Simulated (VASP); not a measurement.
# Ga (P2_1/m) in VASP: notebook

Ga is run at these levels: LDA; tasks: single point.

Everything below comes from runs of VASP 6.6.1. Logs are shortened: lines on timing, memory, paths and dates and some standing lists are left out, and cuts for length are marked.

### 1 The cell of the first run

It takes space group P2_1/m (No. 11, monoclinic). Conventional cell: a = 2.797 Å, b = 3.303 Å, c = 4.238 Å, α = 90.00°, β = 108.61°, γ = 90.00°. Within 3.6 Å of Ga (site symmetry m) lie 10 Ga at 2.73 to 3.30 Å.

### 2 Single point, LDA (volume scaled by 1.02)

File INCAR:

```
  PREC = Accurate
  ENCUT = 520
  EDIFF = 1E-6
  ISMEAR = -1
  SIGMA = 0.05
  LREAL = False
  LASPH = True
  NELM = 100
  ALGO = Fast
  ISIF = 2
  LWAVE = False
  LCHARG = False
  GGA = CA
  NBANDS = 20
```

File KPOINTS:

```
Automatic mesh
0
Gamma
  10 8 7
```

File POSCAR:

```
Ga
1.0
    2.7968227674      0.0000000000      0.0000000000
    0.0000000000      3.3033419319      0.0000000000
   -1.3523282526      0.0000000000      4.0166995966
Ga
2
Direct
    0.1345962700      0.7500000000      0.7701668300
    0.8654037300      0.2500000000      0.2298331700
```

Potentials or basis: VASP PAW LDA potentials, release 64 (Ga_d).

Run with:

```bash
cat potpaw_LDA.64/Ga_d/POTCAR > POTCAR
mpirun -np 1 vasp_std > vasp.out
```

OUTCAR:

```text
PREC = Accurate
   ENCUT = 520
   EDIFF = 1E-6
   ISMEAR = -1
   LREAL = False
   LASPH = True
   NELM = 100
   ISIF = 2
   GGA = CA

 ion  position               nearest neighbor table
   1  0.135  0.750  0.770-   2 2.73   2 2.73   2 2.83   2 2.83   2 2.86   2 2.86
   2  0.865  0.250  0.230-   1 2.73   1 2.73   1 2.83   1 2.83   1 2.86   1 2.86

  LATTYP: Found a simple monoclinic cell.
 ALAT       =     2.7968227674
 B/A-ratio  =     1.1811052064
 C/A-ratio  =     1.5153762184
 COS(beta)  =    -0.3190778872

  Lattice vectors:

 A1 = (   2.7968227674,   0.0000000000,   0.0000000000)
 A2 = (   0.0000000000,   3.3033419319,   0.0000000000)
 A3 = (  -1.3523282526,   0.0000000000,   4.0166995966)

Analysis of symmetry for initial positions (statically):
=====================================================================
 Subroutine PRICEL returns:
 Original cell was already a primitive cell.

 Routine SETGRP: Setting up the symmetry group for a
 simple monoclinic supercell.

 Subroutine GETGRP returns: Found  4 space group operations
 (whereof  2 operations were pure point group operations)
 out of a pool of  4 trial point group operations.

The static configuration has the point symmetry S_2 .
 The point group associated with its full space group is C_2h.

Analysis of symmetry for dynamics (positions and initial velocities):
=====================================================================
 Subroutine PRICEL returns:
 Original cell was already a primitive cell.

 Routine SETGRP: Setting up the symmetry group for a
 simple monoclinic supercell.

 Subroutine GETGRP returns: Found  4 space group operations
 (whereof  2 operations were pure point group operations)
 out of a pool of  4 trial point group operations.

The dynamic configuration has the point symmetry S_2 .
 The point group associated with its full space group is C_2h.

 Subroutine INISYM returns: Found  4 space group operations
 (whereof  2 operations are pure point group operations),
 and found     1 'primitive' translations

----------------------------------------------------------------------------------------

                                     Primitive cell

  volume of cell :      37.1097

  direct lattice vectors                    reciprocal lattice vectors
     2.796822767  0.000000000  0.000000000     0.357548577  0.000000000  0.120378194
     0.000000000  3.303341932  0.000000000     0.000000000  0.302723733  0.000000000
    -1.352328253  0.000000000  4.016699597     0.000000000  0.000000000  0.248960615

  length of vectors
     2.796822767  3.303341932  4.238238709     0.377268995  0.302723733  0.248960615

  position of ions in fractional coordinates (direct lattice)
     0.134596270  0.750000000  0.770166830
     0.865403730  0.250000000  0.229833170

  ion indices of the primitive-cell ions
   primitive index   ion index
                 1           1
                 2           2

----------------------------------------------------------------------------------------

 KPOINTS: Automatic mesh

Automatic generation of k-mesh.
 Grid dimensions read from file:
 generate k-points for:   10    8    7

 Generating k-lattice:

  Cartesian coordinates                     Fractional coordinates (reciprocal lattice)
     0.035754858  0.000000000  0.012037819     0.100000000  0.000000000  0.000000000
     0.000000000  0.037840467  0.000000000     0.000000000  0.125000000  0.000000000
     0.000000000  0.000000000  0.035565802     0.000000000  0.000000000  0.142857143

  Length of vectors
     0.037726899  0.037840467  0.035565802

  Shift w.r.t. Gamma in fractional coordinates (k-lattice)
     0.000000000  0.000000000  0.000000000

 Subroutine IBZKPT returns following result:
 ===========================================

 Found    180 irreducible k-points:

 Following reciprocal coordinates:
            Coordinates               Weight
  0.000000  0.000000  0.000000      1.000000
  0.100000  0.000000  0.000000      2.000000
  0.200000  0.000000  0.000000      2.000000
  0.300000  0.000000  0.000000      2.000000
  0.400000  0.000000  0.000000      2.000000
  0.500000  0.000000  0.000000      1.000000
[... 16 lines left out ...]
  0.400000  0.375000  0.000000      4.000000
  0.500000  0.375000  0.000000      2.000000
 [... further k-points ...]
   k-points           NKPTS =    180   k-points in BZ     NKDIM =    180   number of bands    NBANDS=     20
   number of dos      NEDOS =    301   number of ions     NIONS =      2
   total plane-waves  NPLWV =  21504
   dimension x,y,z NGX =    24 NGY =   28 NGZ =   32
   dimension x,y,z NGXF=    48 NGYF=   56 NGZF=   64
   ions per type =               2
   NGX,Y,Z   is equivalent  to a cutoff of  14.27, 14.09, 12.55 a.u.
   NGXF,Y,Z  is equivalent  to a cutoff of  28.53, 28.18, 25.10 a.u.
 SYSTEM =  unknown system
   PREC   = accura    normal or accurate (medium, high low for compatibility)
   ISTART =      0    job   : 0-new  1-cont  2-samecut
   ICHARG =      2    charge: 1-file 2-atom 10-const
   ISPIN  =      1    spin polarized calculation?
   LNONCOLLINEAR =      F non collinear calculations
   LSORBIT =      F    spin-orbit coupling
   LASPH  =      T    aspherical Exc in radial PAW
   ENCUT  =  520.0 eV  38.22 Ry    6.18 a.u.   5.20  6.14  7.88*2*pi/ulx,y,z
   NELM   =    100;   NELMIN=  2; NELMDL= -5     # of ELM steps
   EDIFF  = 0.1E-05   stopping-criterion for ELM
   LREAL  =      F    real-space projection
   EDIFFG = 0.1E-04   stopping-criterion for IOM
   NSW    =      0    number of steps for IOM
   IBRION =     -1    ionic relax: 0-MD 1-quasi-New 2-CG
   NFREE  =      0    steps in history (QN), initial steepest desc. (CG)
   ISIF   =      2    stress and relaxation
   ISYM   =      2    0-nonsym 1-usesym 2-fastsym
   POTIM  = 0.5000    time-step for ionic-motion
   TEBEG  =    0.0;   TEEND  =   0.0 temperature during run
   PSTRESS=    0.0 pullay stress
   NELECT =      26.0000    total number of electrons
   NUPDOWN=      -1.0000    fix difference up-down
   EMIN   =  10.00;   EMAX   =-10.00  energy-range for DOS
   EFERMI =   0.00;   METHOD = LEGACY
   ISMEAR =    -1;   SIGMA  =   0.05  broadening in eV -4-tet -1-fermi 0-gaus
   EFERMI_NEDOS =   21; number of points for ismear=-14 and -15
   IALGO  =     68    algorithm
   IMIX   =      4    mixing-type and parameters
     AMIX     =   0.40;   BMIX     =  1.00
     AMIX_MAG =   1.60;   BMIX_MAG =  1.00
  volume/ion in A,a.u.               =      18.55       125.21
  Fermi-wavevector in a.u.,A,eV,Ry     =   1.454019  2.747697 28.765036  2.114170
  Thomas-Fermi vector in A             =   2.571218
   LORBIT       =      0    0 simple, 1 ext, 2 COOP (PROOUT), +10 PAW based schemes
   GGA     = CA    functional components
   LHFCALC =     F    Hartree Fock is set to
   AEXX    =    0.0000 exact exchange contribution
   IVDW    =     0    specifies the selected vdW correction
   LEPSILON=     F    determine dielectric tensor
   LRPA    =     F    only Hartree local field effects (RPA)
 non-spin polarized calculation
 RMM-DIIS sequential band-by-band and
  energy-cutoff  :      520.00
  volume of cell :       37.11
 maximum number of plane-waves:      1014
 NGX is ok and might be reduce to    24
   NGX = 11   NGY = 13   NGZ = 15

 number of electron      26.0000007 magnetization

 Free energy of the ion-electron system (eV)
  ---------------------------------------------------
  ext. energy  EPLUGINS =         0.00000000
  ---------------------------------------------------
  free energy    TOTEN  =        -7.14890831 eV

  energy without entropy =       -7.14514224  energy(sigma->0) =       -7.14702528

 E-fermi :   5.3583     XC(G=0): -11.3647

 val. band max:        5.3021368898   @ k =   0.3000   0.0000   0.0000
 cond. band min:       5.3816211720   @ k =   0.4000   0.5000   0.0000
 fundamental gap:      0.0794842822
 Fermi energy:         5.3582531508

 k-point     1 :       0.0000    0.0000    0.0000
  band No.  band energies     occupation
      1      -9.8311      2.00000
      2      -9.8248      2.00000
      3      -9.7678      2.00000
      4      -9.7647      2.00000
      5      -9.5180      2.00000
      6      -9.5162      2.00000
[... 12 lines left out ...]
     19      16.2107      0.00000
     20      18.2940      0.00000

 k-point     2 :       0.1000    0.0000    0.0000
  band No.  band energies     occupation
      1      -9.8177      2.00000
      2      -9.8150      2.00000
      3      -9.7560      2.00000
      4      -9.7222      2.00000
      5      -9.5325      2.00000
      6      -9.5307      2.00000
[... 12 lines left out ...]
     19      16.6899      0.00000
     20      19.6724      0.00000

 k-point     3 :       0.2000    0.0000    0.0000
  band No.  band energies     occupation
      1      -9.8001      2.00000
      2      -9.7815      2.00000
      3      -9.7065      2.00000
      4      -9.6398      2.00000
      5      -9.5759      2.00000
      6      -9.5581      2.00000
[... 12 lines left out ...]
     19      16.8933      0.00000
     20      20.6825      0.00000

 k-point     4 :       0.3000    0.0000    0.0000
  band No.  band energies     occupation
      1      -9.7812      2.00000
      2      -9.7501      2.00000
      3      -9.6643      2.00000
      4      -9.6437      2.00000
      5      -9.6317      2.00000
      6      -9.5215      2.00000
[... 12 lines left out ...]
     19      17.0752      0.00000
     20      19.1129      0.00000

 k-point     5 :       0.4000    0.0000    0.0000
  band No.  band energies     occupation
      1      -9.7689      2.00000
      2      -9.7486      2.00000
      3      -9.6795      2.00000
      4      -9.6673      2.00000
      5      -9.6489      2.00000
      6      -9.5292      2.00000
[... 12 lines left out ...]
     19      15.9996      0.00000
     20      17.8107      0.00000

 k-point     6 :       0.5000    0.0000    0.0000
  band No.  band energies     occupation
      1      -9.7643      2.00000
      2      -9.7591      2.00000
      3      -9.6994      2.00000
      4      -9.6651      2.00000
      5      -9.6481      2.00000
      6      -9.5284      2.00000
[... 12 lines left out ...]
     19      16.0110      0.00000
     20      16.7715      0.00000

 k-point     7 :       0.0000    0.1250    0.0000
  band No.  band energies     occupation
      1      -9.8424      2.00000
      2      -9.8016      2.00000
      3      -9.7653      2.00000
      4      -9.7406      2.00000
      5      -9.5421      2.00000
      6      -9.5403      2.00000
[... 12 lines left out ...]
     19      15.6799      0.00000
     20      18.0523      0.00000
[... 277 lines left out ...]
 k-point    20 :       0.1000    0.3750    0.0000
  band No.  band energies     occupation
      1      -9.8225      2.00000
      2      -9.7645      2.00000
      3      -9.6577      2.00000
      4      -9.6281      2.00000
      5      -9.6156      2.00000
      6      -9.6030      2.00000
[... 12 lines left out ...]
     19      18.2416      0.00000
     20      19.1475      0.00000

 k-point    21 :       0.2000    0.3750    0.0000
  band No.  band energies     occupation
      1      -9.7963      2.00000
      2      -9.7328      2.00000
      3      -9.6584      2.00000
      4      -9.6346      2.00000
      5      -9.6143      2.00000
      6      -9.5786      2.00000
[... 12 lines left out ...]
     19      15.2224      0.00000
     20      16.8911      0.00000

 k-point    22 :       0.3000    0.3750    0.0000
  band No.  band energies     occupation
      1      -9.7972      2.00000
      2      -9.7446      2.00000
      3      -9.6996      2.00000
      4      -9.6370      2.00000
      5      -9.5679      2.00000
      6      -9.5559      2.00000
[... 12 lines left out ...]
     19      13.3608      0.00000
     20      15.5264      0.00000

 k-point    23 :       0.4000    0.3750    0.0000
  band No.  band energies     occupation
      1      -9.8144      2.00000
      2      -9.7456      2.00000
      3      -9.7400      2.00000
      4      -9.6794      2.00000
      5      -9.5664      2.00000
      6      -9.5167      2.00000
[... 12 lines left out ...]
     19      13.8863      0.00000
     20      16.6417      0.00000

 k-point    24 :       0.5000    0.3750    0.0000
  band No.  band energies     occupation
      1      -9.8217      2.00000
      2      -9.7608      2.00000
      3      -9.7296      2.00000
      4      -9.7107      2.00000
      5      -9.5676      2.00000
      6      -9.4967      2.00000
[... 12 lines left out ...]
     19      15.7956      0.00000
     20      16.4005      0.00000

 [... further k-points ...]
[... 5 lines left out ...]
  --------------------------------------------------------------------------------------
  -------------------------------------------------------------------------------------
  Total       -0.7074072     -1.0644274     -0.7808313      0.0000000      0.0000000     -0.0901658
  in kB      -30.5416313    -45.9556362    -33.7116478      0.0000000      0.0000000     -3.8928237
  external PRESSURE =     -36.7363051 kB  Pullay stress =       0.0000000 kB

 VOLUME and BASIS-vectors are now :
 -----------------------------------------------------------------------------
  energy-cutoff  :      520.00
  volume of cell :       37.11
      direct lattice vectors                 reciprocal lattice vectors
     2.796822767  0.000000000  0.000000000     0.357548577  0.000000000  0.120378194
     0.000000000  3.303341932  0.000000000     0.000000000  0.302723733  0.000000000
    -1.352328253  0.000000000  4.016699597     0.000000000  0.000000000  0.248960615

 POSITION                                       TOTAL-FORCE (eV/Angst)
 -----------------------------------------------------------------------------------
     -0.66508      2.47751      3.09353        -0.013355     -0.000000     -0.055098
      2.10957      0.82584      0.92317         0.013355      0.000000      0.055098
 -----------------------------------------------------------------------------------
    total drift:                               -0.000000     -0.000000      0.000000

  FREE ENERGIE OF THE ION-ELECTRON SYSTEM (eV)
  ---------------------------------------------------
  free  energy   TOTEN  =        -7.1489083106 eV

  energy  without entropy=       -7.1451422438  energy(sigma->0) =       -7.14702528
```

It took 38 s on 1 thread of Intel Xeon 6975P-C (Granite Rapids), shared host; peak memory 0.21 GiB.

Results:

```yaml
Free_energy: -7.1489 eV
Pressure: -3.7 GPa
Largest_force: 0.057 eV/Å
Band_gap_on_the_k_mesh: zero (band 13 reaches 9.50 eV, above the bottom of band 14 at 1.39 eV)
```

Forces in eV/Å, atoms in the order of the input:
```
Ga  -0.013  0.000 -0.055
Ga   0.013  0.000  0.055
```

Stress tensor (GPa, compression positive):
```
-3.05  0.00 -0.39
 0.00 -4.60  0.00
-0.39  0.00 -3.37
```

(Continued in part 2 of 2.)
